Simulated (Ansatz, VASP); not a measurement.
# Sr2AlO: VASP beside Ansatz

```
Sr Al O
1.0
     5.63822    0.00000    0.00000
    -2.81911    4.88284    0.00000
     0.00000    0.00000    3.65801
Sr Al O
2 1 1
Direct
  0.33333 0.66667 0.50000
  0.66667 0.33333 0.50000
  0.00000 0.00000 0.00000
  0.00000 0.00000 0.50000
```

Alike in both runs: functional PBE; k mesh 6 × 6 × 6; occupations gaussian, width 0.1 eV; no spin polarisation.

Ansatz relaxed the structure, and its values are those at the end. VASP's run is a single point on that final structure, the one shown.

|  | VASP | Ansatz |
| --- | --- | --- |
| version | VASP 6.6.1 | Ansatz 0.2.0 |
| potentials or method | VASP PAW PBE potentials, release 64 (Sr_sv, Al, O), cutoff 520 eV | scalar-relativistic, plane waves, PAW |
| valence electrons in the cell | 29 | 29 |

Ansatz gave:

```
gap on the k mesh at the Fermi level (eV) : none
pressure (GPa)                            : -0.2
```

Problem. Estimate VASP's values.

Solution. gap on the k mesh at the Fermi level (eV): none; pressure (GPa): -0.1.

A gap of «none» marks a metal or a gap that the smearing closes.
